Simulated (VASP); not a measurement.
Input of a VASP 6.6.1 run:

File INCAR:

```
SYSTEM = BN
PREC     = Accurate       ! precision mode
ENCUT    = 520            ! plane-wave cutoff, eV
EDIFF    = 1E-7           ! SCF threshold, eV
ISMEAR   = -1             ! smearing method
SIGMA    = 0.1034         ! smearing width, eV
LREAL    = Auto         
LASPH    = .TRUE.         ! aspherical terms in the spheres
NELM     = 60             ! most SCF steps
ALGO     = Normal         ! electronic algorithm
ISIF     = 2              ! what is computed and relaxed
LWAVE    = .FALSE.        ! write WAVECAR
LCHARG   = .FALSE.        ! write CHGCAR
GGA      = PE             ! functional
IVDW     = 12             ! dispersion correction
NBANDS   = 51             ! bands
```

File KPOINTS:

```
Automatic mesh
0
Gamma
  2 2 2
  0.5 0.5 0.5
```

Contents of POSCAR:

```
BN
1.0
    1.2681028322     -3.5413121025      4.3891914187
   -1.2681028322     -3.5413121025     -4.3891914187
    5.0724113290      3.5413121025     -2.1945957093
B N
9 9
Direct
    0.7110972549      0.2283999904      0.9333786093
    0.4230638987      0.4780750903      0.8329809185
    0.0697842178      1.0244506099      1.0038762287
    0.3836212220      0.7884822410      0.1322874588
    0.0645916281      0.3519732066      0.3609905181
    0.6946503677      0.8806661308      0.5684724540
    0.3917587368      0.1484011399      0.4688408309
    0.1041806458      0.7040199966      0.6926502509
    0.6993716581      0.5402859108      0.2427612497
    0.9558616088      0.8710769713      0.7457633295
    0.5963511630      0.0846072120      0.6691779957
    0.3476419056      0.7005938604      0.9054621315
    0.5814421840      0.3896645440      1.0017092270
    0.2951502384      0.9797521586      0.2182480012
    0.9314475265      0.5135619371      0.4392325378
    0.5936918107      0.7283601254      0.3150088129
    0.2845781443      0.3253823557      0.5449283894
    0.9508925930      0.1931896250      0.1121073753
```

Potentials or basis: VASP PAW PBE potentials, release 64 (B, N).

The run is started by

```console
$ cat potpaw_PBE.64/B/POTCAR potpaw_PBE.64/N/POTCAR > POTCAR
$ mpirun -np 1 vasp_std > vasp.out
```

(1) What does it give for the pressure?

(2) What does it give for the largest force?

Answers

(1) -8.1 GPa.

(2) 6.102 eV/Å.

Caveat: the k points lie up to 0.61 Å⁻¹ apart; the atoms stand as in a frame of molecular dynamics; forces of over 1 eV/Å act on the atoms, so gaps and moduli don't describe the material at rest.
